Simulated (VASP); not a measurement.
A run of VASP 6.6.1 is set up as follows.

Contents of INCAR:

```
SYSTEM = Mg
  PREC = Accurate
  ENCUT = 520
  EDIFF = 1E-6
  ISMEAR = -1
  SIGMA = 0.05
  LREAL = .FALSE.
  LASPH = .TRUE.
  NELM = 80
  ALGO = Fast
  ISIF = 2
  LWAVE = .FALSE.
  LCHARG = .FALSE.
  GGA = PS
  NBANDS = 9
```

The input KPOINTS:

```
Automatic mesh
0
G
  10 10 5
  0 0 0
```

POSCAR

```
Mg
1.0
    3.1437856987      0.0000000000      0.0000000000
   -1.5718928494      2.7225982792      0.0000000000
    0.0000000000      0.0000000000      5.1039375022
Mg
2
Direct
    0.6666666667      0.3333333333      0.7500000000
    0.3333333333      0.6666666667      0.2500000000
```

Potentials or basis: VASP PAW PBE potentials, release 64 (Mg).

The run is started by

```bash
$ cat potpaw_PBE.64/Mg/POTCAR > POTCAR
$ mpirun -np 1 vasp_std > vasp.out
```

(1) What does it give for the pressure?

(2) Estimate the band gap on the k mesh.

## Answers

(1) 1.2 GPa.

(2) zero (band 2 reaches 3.50 eV, above the bottom of band 3 at 1.62 eV).

Caveat: the PAW data sets were made with another functional, which shifts forces and pressure a little.
